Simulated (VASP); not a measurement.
Here is a VASP 6.6.1 calculation.

File INCAR:

```
SYSTEM = Ta2NbO3
PREC     = Accurate       ! precision mode
ENCUT    = 520            ! plane-wave cutoff, eV
EDIFF    = 1E-7           ! SCF threshold, eV
ISMEAR   = 0              ! smearing method
SIGMA    = 0.1            ! smearing width, eV
LREAL    = .FALSE.        ! projectors in reciprocal space
LASPH    = .TRUE.         ! aspherical terms in the spheres
NELM     = 100            ! most SCF steps
ALGO     = Normal         ! electronic algorithm
ISIF     = 2              ! what is computed and relaxed
LWAVE    = .FALSE.        ! write WAVECAR
LCHARG   = .FALSE.        ! write CHGCAR
GGA      = PE             ! functional
NBANDS   = 36             ! bands
```

Contents of KPOINTS:

```
regular mesh
0
G
  6 6 6
  0 0 0
```

The input POSCAR:

```
Ta2NbO3
1.0
    2.4011630400      1.3863121300      3.9803252600
   -2.4011630400      1.3863121300      3.9803252600
    0.0000000000     -2.7726242500      3.9803252600
Ta Nb O
2 1 3
Direct
    0.8748720300      0.8748720300      0.8748720300
    0.1251279700      0.1251279700      0.1251279700
    0.5000000000      0.5000000000      0.5000000000
    0.0000000000      0.5000000000      0.5000000000
    0.5000000000      0.0000000000      0.5000000000
    0.5000000000      0.5000000000      0.0000000000
```

Potentials or basis: VASP PAW PBE potentials, release 64 (Ta_pv, Nb_sv, O).

Launch:

```console
$ cat potpaw_PBE.64/Ta_pv/POTCAR potpaw_PBE.64/Nb_sv/POTCAR potpaw_PBE.64/O/POTCAR > POTCAR
$ mpirun -np 1 vasp_std > vasp.out
```

Estimate the pressure.

-13.9 GPa.

Estimate the largest force.

0.706 eV/Å.

Forces on the atoms (eV/Å):
```
Ta   0.000  0.000  0.706
Ta   0.000  0.000 -0.706
Nb   0.000  0.000  0.000
O    0.000  0.000  0.000
O    0.000  0.000  0.000
O    0.000  0.000  0.000
```

Caveat: an odd number of electrons without spin polarisation forces a metal; a magnetic or distorted state may lie lower.
